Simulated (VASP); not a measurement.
Input of a VASP 6.6.1 run:

The input INCAR:

```
PREC = Accurate
ENCUT = 600
EDIFF = 1E-7
ISMEAR = -1
SIGMA = 0.05
LREAL = False
LASPH = True
NELM = 80
ALGO = Normal
ISIF = 3
LWAVE = False
LCHARG = False
GGA = PS
IBRION = 2
NSW = 60
EDIFFG = -0.01
PSTRESS = 20.0
```

The input KPOINTS:

```
Automatic mesh
0
Gamma
  11 11 6
```

POSCAR

```
Os
1.0
    2.7341000000      0.0000000000      0.0000000000
   -1.3670500000      2.3678000565      0.0000000000
    0.0000000000      0.0000000000      4.3197000000
Os
2
Direct
    0.6666666667      0.3333333333      0.7500000000
    0.3333333333      0.6666666667      0.2500000000
```

Potentials or basis: VASP PAW PBE potentials, release 64 (Os).

Launch:

```bash
$ cat potpaw_PBE.64/Os/POTCAR > POTCAR
$ mpirun -np 1 vasp_std > vasp.out
```

Problem. What does it give for the relaxed cell?

Solution. a = 2.725 Å, b = 2.725 Å, c = 4.307 Å, α = 90.00°, β = 90.00°, γ = 120.00°.

Problem. Predict the band gap on the k mesh.

Solution. Zero (bands 8 and 9 overlap by 3.96 eV).

Problem. What does it give for the space group after relaxing (to 0.1 Å)?

Solution. P6_3/mmc (No. 194).

Final structure:
```xyz
2
Lattice="2.7253 0.0000 0.0000 -1.3627 2.3602 0.0000 0.0000 0.0000 4.3073" Properties=species:S:1:pos:R:3 pbc="T T T"
Os    1.3627    0.7867    3.2305
Os    0.0000    1.5735    1.0768
```

Caveat: the cell is relaxed towards a set pressure, so the run minimises the enthalpy, not the energy; spin-orbit coupling is left out, which moves the levels of the heavy elements.
